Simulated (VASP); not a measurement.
# Li2S (Fm-3m) in VASP: notebook

The runs below take Li2S through single point, with PBE.

All numbers are computed with VASP 6.6.1; they aren't measurements. Logs are shortened: lines on timing, memory, paths and dates and some standing lists are left out, and cuts for length are marked.

## 1. The cell of the first run

The structure is cubic, space group Fm-3m (No. 225). Conventional cell: a = 5.784 Å, b = 5.784 Å, c = 5.784 Å, α = 90.00°, β = 90.00°, γ = 90.00°. Li (site symmetry -43m) has 4 S at 2.50 Å and 6 Li at 2.89 Å within 3.3 Å. Within 3.3 Å of S (site symmetry m-3m) lie 8 Li at 2.50 Å.

## 2. Single point, PBE (volume changed by +5%)

The input, INCAR:

```
PREC     = Accurate       # precision mode
ENCUT    = 750            # plane-wave cutoff, eV
EDIFF    = 1E-6           # SCF threshold, eV
ISMEAR   = 0              # smearing method
SIGMA    = 0.01           # smearing width, eV
LREAL    = False          # projectors in reciprocal space
LASPH    = True           # aspherical terms in the spheres
NELM     = 120            # most SCF steps
ALGO     = Normal         # electronic algorithm
ISIF     = 2              # what is computed and relaxed
LWAVE    = False          # write WAVECAR
LCHARG   = False          # write CHGCAR
GGA      = PE             # functional
NBANDS   = 13             # bands
GGA_COMPAT= False
```

The input, KPOINTS:

```
Automatic mesh
0
Gamma
  4 4 4
```

The input, POSCAR:

```
Li2S
1.0
    0.0000000000      2.8919468808      2.8919468808
    2.8919468808      0.0000000000      2.8919468808
    2.8919468808      2.8919468808      0.0000000000
Li S
2 1
Direct
    0.2500000000      0.2500000000      0.2500000000
    0.7500000000      0.7500000000      0.7500000000
    0.0000000000      0.0000000000      0.0000000000
```

Potentials or basis: VASP PAW PBE potentials, release 64 (Li_sv, S).

On the command line:

```console
> cat potpaw_PBE.64/Li_sv/POTCAR potpaw_PBE.64/S/POTCAR > POTCAR
> mpirun -np 1 vasp_std > vasp.out
```

OUTCAR:

```text
PREC = Accurate
   ENCUT = 750
   EDIFF = 1E-6
   ISMEAR = 0
   LREAL = False
   LASPH = True
   NELM = 120
   ISIF = 2
   GGA = PE

 ion  position               nearest neighbor table
   1  0.250  0.250  0.250-   3 2.50   3 2.50   3 2.50   3 2.50
   2  0.750  0.750  0.750-   3 2.50   3 2.50   3 2.50   3 2.50
   3  0.000  0.000  0.000-   1 2.50   2 2.50   2 2.50   2 2.50   2 2.50   1 2.50   1 2.50   1 2.50

  LATTYP: Found a face centered cubic cell.
 ALAT       =     5.7838937616

  Lattice vectors:

 A1 = (   0.0000000000,   2.8919468808,   2.8919468808)
 A2 = (   2.8919468808,   0.0000000000,   2.8919468808)
 A3 = (   2.8919468808,   2.8919468808,   0.0000000000)

Analysis of symmetry for initial positions (statically):
=====================================================================
 Subroutine PRICEL returns:
 Original cell was already a primitive cell.

 Routine SETGRP: Setting up the symmetry group for a
 face centered cubic supercell.

 Subroutine GETGRP returns: Found 48 space group operations
 (whereof 48 operations were pure point group operations)
 out of a pool of 48 trial point group operations.

The static configuration has the point symmetry O_h .

Analysis of symmetry for dynamics (positions and initial velocities):
=====================================================================
 Subroutine PRICEL returns:
 Original cell was already a primitive cell.

 Routine SETGRP: Setting up the symmetry group for a
 face centered cubic supercell.

 Subroutine GETGRP returns: Found 48 space group operations
 (whereof 48 operations were pure point group operations)
 out of a pool of 48 trial point group operations.

The dynamic configuration has the point symmetry O_h .

 Subroutine INISYM returns: Found 48 space group operations
 (whereof 48 operations are pure point group operations),
 and found     1 'primitive' translations

----------------------------------------------------------------------------------------

                                     Primitive cell

  volume of cell :      48.3728

  direct lattice vectors                    reciprocal lattice vectors
     0.000000000  2.891946881  2.891946881    -0.172893909  0.172893909  0.172893909
     2.891946881  0.000000000  2.891946881     0.172893909 -0.172893909  0.172893909
     2.891946881  2.891946881  0.000000000     0.172893909  0.172893909 -0.172893909

  length of vectors
     4.089830500  4.089830500  4.089830500     0.299461034  0.299461034  0.299461034

  position of ions in fractional coordinates (direct lattice)
     0.250000000  0.250000000  0.250000000
[... 77 lines left out ...]
   EFERMI =   0.00;   METHOD = LEGACY
   ISMEAR =     0;   SIGMA  =   0.01  broadening in eV -4-tet -1-fermi 0-gaus
   EFERMI_NEDOS =   21; number of points for ismear=-14 and -15
   IALGO  =     38    algorithm
   IMIX   =      4    mixing-type and parameters
     AMIX     =   0.40;   BMIX     =  1.00
     AMIX_MAG =   1.60;   BMIX_MAG =  1.00
  volume/ion in A,a.u.               =      16.12       108.81
  Fermi-wavevector in a.u.,A,eV,Ry     =   1.028652  1.943869 14.396650  1.058124
  Thomas-Fermi vector in A             =   2.162659
   LORBIT       =      0    0 simple, 1 ext, 2 COOP (PROOUT), +10 PAW based schemes
   GGA     = PE    functional components
   LHFCALC =     F    Hartree Fock is set to
   AEXX    =    0.0000 exact exchange contribution
   IVDW    =     0    specifies the selected vdW correction
   LEPSILON=     F    determine dielectric tensor
   LRPA    =     F    only Hartree local field effects (RPA)
 non-spin polarized calculation
 Gauss-broadening in eV      SIGMA  =   0.01
  energy-cutoff  :      750.00
  volume of cell :       48.37
 maximum number of plane-waves:      2276
 NGX is ok and might be reduce to    40
   NGX = 19   NGY = 19   NGZ = 19

 number of electron      11.9999997 magnetization

 Free energy of the ion-electron system (eV)
  ---------------------------------------------------
  ext. energy  EPLUGINS =         0.00000000
  ---------------------------------------------------
  free energy    TOTEN  =       -11.97765920 eV

  energy without entropy =      -11.97765920  energy(sigma->0) =      -11.97765920

 E-fermi :   1.2979     XC(G=0):  -8.3381

 val. band max:        1.2030889359   @ k =   0.0000   0.0000   0.0000
 cond. band min:       4.6121295617   @ k =   0.5000   0.5000   0.0000
 fundamental gap:      3.4090406259
 Fermi energy:         1.2978887928

 k-point     1 :       0.0000    0.0000    0.0000
  band No.  band energies     occupation
      1     -43.0674      2.00000
      2     -43.0317      2.00000
      3      -9.7055      2.00000
      4       1.2031      2.00000
      5       1.2031      2.00000
      6       1.2031      2.00000
      7       5.2429      0.00000
      8       7.4034      0.00000
      9       7.4034      0.00000
     10       7.4034      0.00000
     11      12.2604      0.00000
     12      12.2604      0.00000
     13      13.3956      0.00000
[... 98 lines left out ...]
  band No.  band energies     occupation
      1     -43.0488      2.00000
      2     -43.0488      2.00000
      3      -9.1797      2.00000
      4      -0.5345      2.00000
      5      -0.5345      2.00000
      6      -0.4420      2.00000
      7       6.6153      0.00000
      8       8.3332      0.00000
      9       9.9075      0.00000
     10       9.9075      0.00000
     11      12.7619      0.00000
     12      12.7619      0.00000
     13      13.6512      0.00000

------------------------ aborting loop because EDIFF is reached ----------------------------------------

  FORCE on cell =-STRESS in cart. coord.  units (eV):
  Direction    XX          YY          ZZ          XY          YZ          ZX
  --------------------------------------------------------------------------------------
  -------------------------------------------------------------------------------------
  Total       -0.4975777     -0.4975777     -0.4975777      0.0000000      0.0000000     -0.0000000
  in kB      -16.4805052    -16.4805052    -16.4805052      0.0000000      0.0000000     -0.0000000
  external PRESSURE =     -16.4805052 kB  Pullay stress =       0.0000000 kB

 VOLUME and BASIS-vectors are now :
 -----------------------------------------------------------------------------
  energy-cutoff  :      750.00
  volume of cell :       48.37
      direct lattice vectors                 reciprocal lattice vectors
     0.000000000  2.891946881  2.891946881    -0.172893909  0.172893909  0.172893909
     2.891946881  0.000000000  2.891946881     0.172893909 -0.172893909  0.172893909
     2.891946881  2.891946881  0.000000000     0.172893909  0.172893909 -0.172893909

 POSITION                                       TOTAL-FORCE (eV/Angst)
 -----------------------------------------------------------------------------------
      1.44597      1.44597      1.44597         0.000000      0.000000      0.000000
      4.33792      4.33792      4.33792         0.000000     -0.000000     -0.000000
      0.00000      0.00000      0.00000        -0.000000     -0.000000     -0.000000
 -----------------------------------------------------------------------------------
    total drift:                                0.000000     -0.000000      0.000000

  FREE ENERGIE OF THE ION-ELECTRON SYSTEM (eV)
  ---------------------------------------------------
  free  energy   TOTEN  =       -11.9776592007 eV

  energy  without entropy=      -11.9776592007  energy(sigma->0) =      -11.97765920
```

Wall time 14 s (1 thread of AMD EPYC 9R45 (Zen 5), shared host); peak memory 0.19 GiB.

What came out:

| Quantity | Value |
| --- | --- |
| Free energy | -11.9777 eV |
| Pressure | -1.6 GPa |
| Band gap on the k mesh | 3.41 eV, indirect (least direct gap 4.04 eV) |

Caveat: the k points lie up to 0.47 Å⁻¹ apart. A k mesh can miss the band edges.

## 3. Single point, PBE (volume changed by +10%)

The input, INCAR:

```
SYSTEM = Li2S
PREC = Accurate ; ENCUT = 750
EDIFF = 1E-6 ; ISMEAR = 0
SIGMA = 0.01 ; LREAL = .False.
LASPH = .True. ; NELM = 120
ALGO = Normal ; ISIF = 2
LWAVE = .False. ; LCHARG = .False.
GGA = PE ; NBANDS = 13
GGA_COMPAT = .False.
```

The input, KPOINTS:

```
regular mesh
0
Gamma
  4 4 4
  0 0 0
```

The input, POSCAR:

```
Li2S
1.0
    0.0000000000      2.9371408506      2.9371408506
    2.9371408506      0.0000000000      2.9371408506
    2.9371408506      2.9371408506      0.0000000000
Li S
2 1
Direct
    0.2500000000      0.2500000000      0.2500000000
    0.7500000000      0.7500000000      0.7500000000
    0.0000000000      0.0000000000      0.0000000000
```

Potentials or basis: VASP PAW PBE potentials, release 64 (Li_sv, S).

On the command line:

```console
> cat potpaw_PBE.64/Li_sv/POTCAR potpaw_PBE.64/S/POTCAR > POTCAR
> mpirun -np 1 vasp_std > vasp.out
```

OUTCAR:

```text
SYSTEM = Li2S
   PREC = Accurate
   ENCUT = 750
   EDIFF = 1E-6
   ISMEAR = 0
   LREAL = .False.
   LASPH = .True.
   NELM = 120
   ISIF = 2
   GGA = PE

 ion  position               nearest neighbor table
   1  0.250  0.250  0.250-   3 2.54   3 2.54   3 2.54   3 2.54
   2  0.750  0.750  0.750-   3 2.54   3 2.54   3 2.54   3 2.54
   3  0.000  0.000  0.000-   2 2.54   2 2.54   2 2.54   1 2.54   2 2.54   1 2.54   1 2.54   1 2.54

  LATTYP: Found a face centered cubic cell.
 ALAT       =     5.8742817012

  Lattice vectors:

 A1 = (   0.0000000000,   2.9371408506,   2.9371408506)
 A2 = (   2.9371408506,   0.0000000000,   2.9371408506)
 A3 = (   2.9371408506,   2.9371408506,   0.0000000000)

Analysis of symmetry for initial positions (statically):
=====================================================================
 Subroutine PRICEL returns:
 Original cell was already a primitive cell.

 Routine SETGRP: Setting up the symmetry group for a
 face centered cubic supercell.

 Subroutine GETGRP returns: Found 48 space group operations
 (whereof 48 operations were pure point group operations)
 out of a pool of 48 trial point group operations.

The static configuration has the point symmetry O_h .

Analysis of symmetry for dynamics (positions and initial velocities):
=====================================================================
 Subroutine PRICEL returns:
 Original cell was already a primitive cell.

 Routine SETGRP: Setting up the symmetry group for a
 face centered cubic supercell.

 Subroutine GETGRP returns: Found 48 space group operations
 (whereof 48 operations were pure point group operations)
 out of a pool of 48 trial point group operations.

The dynamic configuration has the point symmetry O_h .

 Subroutine INISYM returns: Found 48 space group operations
 (whereof 48 operations are pure point group operations),
 and found     1 'primitive' translations

----------------------------------------------------------------------------------------

                                     Primitive cell

[... 107 lines left out ...]
 Gauss-broadening in eV      SIGMA  =   0.01
  energy-cutoff  :      750.00
  volume of cell :       50.68
 maximum number of plane-waves:      2421
 NGX is ok and might be reduce to    40
   NGX = 19   NGY = 19   NGZ = 19

 number of electron      11.9999998 magnetization

 Free energy of the ion-electron system (eV)
  ---------------------------------------------------
  ext. energy  EPLUGINS =         0.00000000
  ---------------------------------------------------
  free energy    TOTEN  =       -11.94467122 eV

  energy without entropy =      -11.94467122  energy(sigma->0) =      -11.94467122

 E-fermi :   0.9909     XC(G=0):  -8.1673

 val. band max:        0.9421809256   @ k =   0.0000   0.0000   0.0000
 cond. band min:       4.3698324208   @ k =   0.5000   0.5000   0.0000
 fundamental gap:      3.4276514952
 Fermi energy:         0.9908581732

 k-point     1 :       0.0000    0.0000    0.0000
  band No.  band energies     occupation
      1     -43.4295      2.00000
      2     -43.3999      2.00000
      3      -9.8538      2.00000
      4       0.9422      2.00000
      5       0.9422      2.00000
      6       0.9422      2.00000
      7       4.7590      0.00000
      8       7.1099      0.00000
      9       7.1099      0.00000
     10       7.1099      0.00000
     11      11.8738      0.00000
     12      11.8738      0.00000
     13      12.8963      0.00000
[... 98 lines left out ...]
  band No.  band energies     occupation
      1     -43.4140      2.00000
      2     -43.4140      2.00000
      3      -9.3732      2.00000
      4      -0.7076      2.00000
      5      -0.7076      2.00000
      6      -0.5935      2.00000
      7       6.2893      0.00000
      8       7.9092      0.00000
      9       9.4537      0.00000
     10       9.4537      0.00000
     11      12.1465      0.00000
     12      12.1465      0.00000
     13      13.1894      0.00000

------------------------ aborting loop because EDIFF is reached ----------------------------------------

  FORCE on cell =-STRESS in cart. coord.  units (eV):
  Direction    XX          YY          ZZ          XY          YZ          ZX
  --------------------------------------------------------------------------------------
  -------------------------------------------------------------------------------------
  Total       -0.9913074     -0.9913074     -0.9913074     -0.0000000      0.0000000     -0.0000000
  in kB      -31.3411278    -31.3411278    -31.3411278     -0.0000000      0.0000000     -0.0000000
  external PRESSURE =     -31.3411278 kB  Pullay stress =       0.0000000 kB

 VOLUME and BASIS-vectors are now :
 -----------------------------------------------------------------------------
  energy-cutoff  :      750.00
  volume of cell :       50.68
      direct lattice vectors                 reciprocal lattice vectors
     0.000000000  2.937140851  2.937140851    -0.170233579  0.170233579  0.170233579
     2.937140851  0.000000000  2.937140851     0.170233579 -0.170233579  0.170233579
     2.937140851  2.937140851  0.000000000     0.170233579  0.170233579 -0.170233579

 POSITION                                       TOTAL-FORCE (eV/Angst)
 -----------------------------------------------------------------------------------
      1.46857      1.46857      1.46857         0.000000     -0.000000     -0.000000
      4.40571      4.40571      4.40571         0.000000     -0.000000      0.000000
      0.00000      0.00000      0.00000        -0.000000      0.000000      0.000000
 -----------------------------------------------------------------------------------
    total drift:                                0.000000     -0.000000      0.000000

  FREE ENERGIE OF THE ION-ELECTRON SYSTEM (eV)
  ---------------------------------------------------
  free  energy   TOTEN  =       -11.9446712247 eV

  energy  without entropy=      -11.9446712247  energy(sigma->0) =      -11.94467122
```

Wall time 14 s (1 thread of AMD EPYC 9R45 (Zen 5), shared host); peak memory 0.19 GiB.

What came out:

| Item | Value |
| --- | --- |
| Free energy | -11.9447 eV |
| Pressure | -3.1 GPa |
| Band gap on the k mesh | 3.43 eV, indirect (least direct gap 3.82 eV) |

Levels at points of the mesh, in eV from the valence-band top:
| k point | band 4 | band 5 | band 6 | band 7 | band 8 | band 9 |
| --- | --- | --- | --- | --- | --- | --- |
| (0.00, 0.00, 0.00) | 0.00 | 0.00 | 0.00 | 3.82 | 6.17 | 6.17 |
| (0.50, 0.00, 0.00) | -2.59 | -0.45 | -0.45 | 5.68 | 6.51 | 6.51 |
| (0.50, 0.50, 0.00) | -1.98 | -1.25 | -1.25 | 3.43 | 6.82 | 10.44 |

Caveat: the k points lie up to 0.46 Å⁻¹ apart. A k mesh can miss the band edges.

[end of part 1 of 2]
